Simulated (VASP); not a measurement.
# SrO: single point with r2SCAN+D3(BJ)

SrO:

```
CELL_PARAMETERS angstrom
0.00000 2.79217 2.79217
2.79217 0.00000 2.79217
2.79217 2.79217 0.00000
ATOMIC_POSITIONS crystal
Sr 0.00000 0.00000 0.00000
O 0.25000 0.25000 0.25000
```

| Property | Result |
| --- | --- |
| Program | VASP 6.6.1 |
| Task | single point |
| Functional | r2SCAN |
| Dispersion | D3(BJ) |
| Potentials or basis | VASP PAW PBE potentials, release 64 (Sr_sv, O) |
| Cutoff | 520 eV |
| k mesh | 8 × 8 × 8 |
| Occupations | gaussian, width 0.05 eV |
| Spin | no spin polarisation |

| Property | Result |
| --- | --- |
| Pressure | -0.2 GPa |
| Band gap on the k mesh | 2.90 eV, indirect (least direct gap 3.75 eV) |
| Dispersion energy per atom | -0.092 eV |

Levels at points of the mesh, in eV from the valence-band top:
| k point | band 5 | band 6 | band 7 | band 8 | band 9 | band 10 | band 11 | band 12 |
| --- | --- | --- | --- | --- | --- | --- | --- | --- |
| (0.00, 0.00, 0.00) | -14.56 | -0.85 | -0.85 | -0.85 | 2.90 | 8.68 | 8.68 | 10.00 |
| (0.50, 0.00, 0.00) | -13.69 | -0.70 | -0.53 | -0.53 | 5.64 | 7.64 | 8.19 | 8.19 |
| (0.50, 0.50, 0.00) | -13.36 | -1.40 | -0.01 | -0.01 | 4.91 | 6.22 | 10.31 | 10.60 |

Wall time 43 s on 1 thread of Intel(R) Xeon(R) 6975P-C (Granite Rapids) (shared host), peak memory 0.19 GiB.

Caveat: the PAW data sets were made with another functional, which shifts forces and pressure a little. A k mesh can miss the band edges.
